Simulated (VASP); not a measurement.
# ScPt3S (P-6m2) in VASP: single point with PBE

Aim: the single point of ScPt3S with PBE.

All numbers are computed with VASP 6.6.1; they aren't measurements. Logs are shortened: lines on timing, memory, paths and dates and some standing lists are left out, and cuts for length are marked.

**1. The cell of the first run**

Symmetry: P-6m2, No. 187, hexagonal system. Conventional cell: a = 4.510 Å, b = 4.510 Å, c = 5.297 Å, α = 90.00°, β = 90.00°, γ = 120.00°. Within 3.4 Å of Sc (site symmetry -6m2) lie 9 Pt at 2.60 to 2.92 Å. Pt (site symmetry 3m) has 5 Pt at 2.65 to 2.92 Å and 3 S at 2.92 Å and 3 Sc at 2.92 Å within 3.5 Å. Within 3.4 Å of Pt (site symmetry -6m2) lie 3 Sc at 2.60 Å and 2 S at 2.65 Å and 6 Pt at 2.92 Å. S (site symmetry -6m2) has 8 Pt at 2.65 to 2.92 Å within 3.5 Å.

The cell was generated, and may not be a known phase.

**2. Single point, PBE**

INCAR

```
SYSTEM = ScPt3S
ALGO = Normal
EDIFF = 1E-6
ENCUT = 570
GGA = PE
GGA_COMPAT = .False.
ISIF = 2
ISMEAR = 0
LASPH = .True.
LCHARG = .False.
LREAL = .False.
LWAVE = .False.
NBANDS = 44
NELM = 120
PREC = Accurate
SIGMA = 0.1
```

KPOINTS

```
k-points
0
Gamma
  6 6 4
  0 0 0
```

POSCAR

```
ScPt3S
1.0
    4.5099410813      0.0000000000      0.0000000000
   -2.2549705406      3.9057235460      0.0000000000
    0.0000000000      0.0000000000      5.2973978927
Sc Pt S
1 3 1
Direct
    0.3333333333      0.6666666667      0.5000000000
    0.0000000000      0.0000000000      0.7502281838
    0.0000000000      0.0000000000      0.2497718162
    0.6666666667      0.3333333333      0.5000000000
    0.6666666667      0.3333333333      0.0000000000
```

Potentials or basis: VASP PAW PBE potentials, release 64 (Sc_sv, Pt_sv_GW, S).

Run with:

```console
$ cat potpaw_PBE.64/Sc_sv/POTCAR potpaw_PBE.64/Pt_sv_GW/POTCAR potpaw_PBE.64/S/POTCAR > POTCAR
$ mpirun -np 1 vasp_std > vasp.out
```

OUTCAR:

```text
SYSTEM = ScPt3S
   EDIFF = 1E-6
   ENCUT = 570
   GGA = PE
   ISIF = 2
   ISMEAR = 0
   LASPH = .True.
   LREAL = .False.
   NELM = 120
   PREC = Accurate

 ion  position               nearest neighbor table
   1  0.333  0.667  0.500-   4 2.60   4 2.60   4 2.60   2 2.92   3 2.92   3 2.92   2 2.92   3 2.92
                             2 2.92
   2  0.000  0.000  0.750-   3 2.65   3 2.65   5 2.92   5 2.92   5 2.92   4 2.92   1 2.92   4 2.92
                             1 2.92   4 2.92   1 2.92
   3  0.000  0.000  0.250-   2 2.65   2 2.65   5 2.92   5 2.92   5 2.92   1 2.92   4 2.92   4 2.92
                             1 2.92   4 2.92   1 2.92
   4  0.667  0.333  0.500-   1 2.60   1 2.60   1 2.60   5 2.65   5 2.65   3 2.92   2 2.92   2 2.92
                             3 2.92   2 2.92   3 2.92
   5  0.667  0.333  0.000-   4 2.65   4 2.65   2 2.92   3 2.92   2 2.92   3 2.92   2 2.92   3 2.92

  LATTYP: Found a hexagonal cell.
 ALAT       =     4.5099410813
 C/A-ratio  =     1.1746046782

  Lattice vectors:

 A1 = (   4.5099410813,   0.0000000000,   0.0000000000)
 A2 = (  -2.2549705406,   3.9057235460,   0.0000000000)
 A3 = (   0.0000000000,   0.0000000000,   5.2973978927)

Analysis of symmetry for initial positions (statically):
=====================================================================
 Subroutine PRICEL returns:
 Original cell was already a primitive cell.

 Routine SETGRP: Setting up the symmetry group for a
 hexagonal supercell.

 Subroutine GETGRP returns: Found 12 space group operations
 (whereof 12 operations were pure point group operations)
 out of a pool of 24 trial point group operations.

The static configuration has the point symmetry D_3h.

Analysis of symmetry for dynamics (positions and initial velocities):
=====================================================================
 Subroutine PRICEL returns:
 Original cell was already a primitive cell.

 Routine SETGRP: Setting up the symmetry group for a
 hexagonal supercell.

 Subroutine GETGRP returns: Found 12 space group operations
 (whereof 12 operations were pure point group operations)
 out of a pool of 24 trial point group operations.

The dynamic configuration has the point symmetry D_3h.

 Subroutine INISYM returns: Found 12 space group operations
 (whereof 12 operations are pure point group operations),
 and found     1 'primitive' translations

----------------------------------------------------------------------------------------

                                     Primitive cell

  volume of cell :      93.3115

  direct lattice vectors                    reciprocal lattice vectors
     4.509941081  0.000000000  0.000000000     0.221732387  0.128017253  0.000000000
    -2.254970541  3.905723546  0.000000000     0.000000000  0.256034506  0.000000000
     0.000000000  0.000000000  5.297397893     0.000000000  0.000000000  0.188771925

  length of vectors
     4.509941081  4.509941081  5.297397893     0.256034506  0.256034506  0.188771925

  position of ions in fractional coordinates (direct lattice)
     0.333333333  0.666666667  0.500000000
     0.000000000  0.000000000  0.750228184
     0.000000000  0.000000000  0.249771816
     0.666666667  0.333333333  0.500000000
     0.666666667  0.333333333  0.000000000

  ion indices of the primitive-cell ions
   primitive index   ion index
                 1           1
                 2           2
                 3           3
                 4           4
                 5           5

----------------------------------------------------------------------------------------

 KPOINTS: k-points

Automatic generation of k-mesh.
 Grid dimensions read from file:
 generate k-points for:    6    6    4

 Generating k-lattice:

  Cartesian coordinates                     Fractional coordinates (reciprocal lattice)
     0.036955398  0.021336209  0.000000000     0.166666667  0.000000000  0.000000000
     0.000000000  0.042672418  0.000000000     0.000000000  0.166666667  0.000000000
     0.000000000  0.000000000  0.047192981     0.000000000  0.000000000  0.250000000

  Length of vectors
     0.042672418  0.042672418  0.047192981

  Shift w.r.t. Gamma in fractional coordinates (k-lattice)
     0.000000000  0.000000000  0.000000000

 Subroutine IBZKPT returns following result:
 ===========================================

 Found     21 irreducible k-points:

 Following reciprocal coordinates:
            Coordinates               Weight
  0.000000  0.000000  0.000000      1.000000
  0.166667  0.000000  0.000000      6.000000
  0.333333  0.000000  0.000000      6.000000
  0.500000  0.000000  0.000000      3.000000
  0.166667  0.166667  0.000000      6.000000
  0.333333  0.166667  0.000000     12.000000
[... 13 lines left out ...]
  0.333333  0.166667  0.500000     12.000000
  0.333333  0.333333  0.500000      2.000000
   k-points           NKPTS =     21   k-points in BZ     NKDIM =     21   number of bands    NBANDS=     44
   number of dos      NEDOS =    301   number of ions     NIONS =      5
   total plane-waves  NPLWV =  54432
   dimension x,y,z NGX =    36 NGY =   36 NGZ =   42
   dimension x,y,z NGXF=    72 NGYF=   72 NGZF=   84
   ions per type =               1   3   1
   NGX,Y,Z   is equivalent  to a cutoff of  13.27, 13.27, 13.18 a.u.
   NGXF,Y,Z  is equivalent  to a cutoff of  26.54, 26.54, 26.36 a.u.
 SYSTEM =  ScPt3S
   PREC   = accura    normal or accurate (medium, high low for compatibility)
   ISTART =      0    job   : 0-new  1-cont  2-samecut
   ICHARG =      2    charge: 1-file 2-atom 10-const
   ISPIN  =      1    spin polarized calculation?
   LNONCOLLINEAR =      F non collinear calculations
   LSORBIT =      F    spin-orbit coupling
   LASPH  =      T    aspherical Exc in radial PAW
   ENCUT  =  570.0 eV  41.89 Ry    6.47 a.u.   8.78  8.78 10.31*2*pi/ulx,y,z
   NELM   =    120;   NELMIN=  2; NELMDL= -5     # of ELM steps
   EDIFF  = 0.1E-05   stopping-criterion for ELM
   LREAL  =      F    real-space projection
   EDIFFG = 0.1E-04   stopping-criterion for IOM
   NSW    =      0    number of steps for IOM
   IBRION =     -1    ionic relax: 0-MD 1-quasi-New 2-CG
   NFREE  =      0    steps in history (QN), initial steepest desc. (CG)
   ISIF   =      2    stress and relaxation
   ISYM   =      2    0-nonsym 1-usesym 2-fastsym
   POTIM  = 0.5000    time-step for ionic-motion
   TEBEG  =    0.0;   TEEND  =   0.0 temperature during run
   PSTRESS=    0.0 pullay stress
   NELECT =      71.0000    total number of electrons
   NUPDOWN=      -1.0000    fix difference up-down
   EMIN   =  10.00;   EMAX   =-10.00  energy-range for DOS
   EFERMI =   0.00;   METHOD = LEGACY
   ISMEAR =     0;   SIGMA  =   0.10  broadening in eV -4-tet -1-fermi 0-gaus
   EFERMI_NEDOS =   21; number of points for ismear=-14 and -15
   IALGO  =     38    algorithm
   IMIX   =      4    mixing-type and parameters
     AMIX     =   0.40;   BMIX     =  1.00
     AMIX_MAG =   1.60;   BMIX_MAG =  1.00
  volume/ion in A,a.u.               =      18.66       125.94
  Fermi-wavevector in a.u.,A,eV,Ry     =   1.494569  2.824326 30.391829  2.233736
  Thomas-Fermi vector in A             =   2.606825
   LORBIT       =      0    0 simple, 1 ext, 2 COOP (PROOUT), +10 PAW based schemes
   GGA     = PE    functional components
   LHFCALC =     F    Hartree Fock is set to
   AEXX    =    0.0000 exact exchange contribution
   IVDW    =     0    specifies the selected vdW correction
   LEPSILON=     F    determine dielectric tensor
   LRPA    =     F    only Hartree local field effects (RPA)
 non-spin polarized calculation
 Gauss-broadening in eV      SIGMA  =   0.10
  energy-cutoff  :      570.00
  volume of cell :       93.31
 maximum number of plane-waves:      2955
 NGX is ok and might be reduce to    36
   NGX = 17   NGY = 17   NGZ = 21

 number of electron      71.0000006 magnetization

 Free energy of the ion-electron system (eV)
  ---------------------------------------------------
  ext. energy  EPLUGINS =         0.00000000
  ---------------------------------------------------
  free energy    TOTEN  =       -29.59994944 eV

  energy without entropy =      -29.57898239  energy(sigma->0) =      -29.58946592

 E-fermi :   6.8322     XC(G=0): -11.6753

 val. band max:        6.8284863942   @ k =   0.0000   0.0000   0.0000
 cond. band min:       6.8439180887   @ k =   0.5000   0.0000   0.0000
 fundamental gap:      0.0154316945
 Fermi energy:         6.8322352199

 k-point     1 :       0.0000    0.0000    0.0000
  band No.  band energies     occupation
      1     -91.3304      2.00000
      2     -90.9262      2.00000
      3     -90.9055      2.00000
      4     -45.5984      2.00000
      5     -45.4997      2.00000
      6     -45.4997      2.00000
[... 36 lines left out ...]
     43      11.6038      0.00000
     44      13.3064      0.00000

 k-point     2 :       0.1667    0.0000    0.0000
  band No.  band energies     occupation
      1     -91.3298      2.00000
      2     -90.9258      2.00000
      3     -90.9047      2.00000
      4     -45.5986      2.00000
      5     -45.5090      2.00000
      6     -45.5000      2.00000
[... 36 lines left out ...]
     43      11.7965      0.00000
     44      12.4201      0.00000

 k-point     3 :       0.3333    0.0000    0.0000
  band No.  band energies     occupation
      1     -91.3297      2.00000
      2     -90.9261      2.00000
      3     -90.9045      2.00000
      4     -45.5997      2.00000
      5     -45.5229      2.00000
      6     -45.5013      2.00000
[... 36 lines left out ...]
     43      11.3624      0.00000
     44      11.9882      0.00000

 k-point     4 :       0.5000    0.0000    0.0000
  band No.  band energies     occupation
      1     -91.3297      2.00000
      2     -90.9261      2.00000
      3     -90.9045      2.00000
      4     -45.6003      2.00000
      5     -45.5286      2.00000
      6     -45.5020      2.00000
[... 741 lines left out ...]
     43      11.5146      0.00000
     44      11.5757      0.00000

 k-point    20 :       0.3333    0.1667    0.5000
  band No.  band energies     occupation
      1     -91.3296      2.00000
      2     -90.9154      2.00000
      3     -90.9150      2.00000
      4     -45.6006      2.00000
      5     -45.5106      2.00000
      6     -45.5020      2.00000
[... 36 lines left out ...]
     43      10.5823      0.00000
     44      11.4047      0.00000

 k-point    21 :       0.3333    0.3333    0.5000
  band No.  band energies     occupation
      1     -91.3299      2.00000
      2     -90.9157      2.00000
      3     -90.9153      2.00000
      4     -45.6010      2.00000
      5     -45.5119      2.00000
      6     -45.5032      2.00000
[... 36 lines left out ...]
     43      10.5724      0.00000
     44      11.4590      0.00000

------------------------ aborting loop because EDIFF is reached ----------------------------------------

  FORCE on cell =-STRESS in cart. coord.  units (eV):
  Direction    XX          YY          ZZ          XY          YZ          ZX
  --------------------------------------------------------------------------------------
  -------------------------------------------------------------------------------------
  Total       -0.5240418     -0.5240418     -0.4723771     -0.0000000      0.0000000      0.0000000
  in kB       -8.9979077     -8.9979077     -8.1108136     -0.0000000      0.0000000      0.0000000
  external PRESSURE =      -8.7022097 kB  Pullay stress =       0.0000000 kB

 VOLUME and BASIS-vectors are now :
 -----------------------------------------------------------------------------
  energy-cutoff  :      570.00
  volume of cell :       93.31
      direct lattice vectors                 reciprocal lattice vectors
     4.509941081  0.000000000  0.000000000     0.221732387  0.128017253  0.000000000
    -2.254970541  3.905723546  0.000000000     0.000000000  0.256034506  0.000000000
     0.000000000  0.000000000  5.297397893     0.000000000  0.000000000  0.188771925

 POSITION                                       TOTAL-FORCE (eV/Angst)
 -----------------------------------------------------------------------------------
     -0.00000      2.60382      2.64870        -0.000000      0.000000      0.000000
      0.00000      0.00000      3.97426         0.000000     -0.000000     -0.017203
      0.00000      0.00000      1.32314         0.000000     -0.000000      0.017203
      2.25497      1.30191      2.64870         0.000000      0.000000      0.000000
      2.25497      1.30191      0.00000        -0.000000      0.000000      0.000000
 -----------------------------------------------------------------------------------
    total drift:                               -0.000001      0.000001     -0.000000

  FREE ENERGIE OF THE ION-ELECTRON SYSTEM (eV)
  ---------------------------------------------------
  free  energy   TOTEN  =       -29.5999494438 eV

  energy  without entropy=      -29.5789823936  energy(sigma->0) =      -29.58946592
```

Run time: 2 min. Hardware: 1 thread of Intel Xeon Platinum 8259CL at 2.50GHz (Skylake/Cascade Lake), shared host; peak memory 0.27 GiB.

Results:

* Free energy: -29.5999 eV
* Pressure: -0.9 GPa
* Largest force: 0.017 eV/Å
* Band gap on the k mesh: zero (an odd number of electrons rules out a gap without spin polarisation)

Forces in eV/Å, atoms in the order of the input:
```
Sc   0.000  0.000  0.000
Pt   0.000  0.000 -0.017
Pt   0.000  0.000  0.017
Pt   0.000  0.000  0.000
S    0.000  0.000  0.000
```

Caveat: spin-orbit coupling is left out, which moves the levels of the heavy elements.
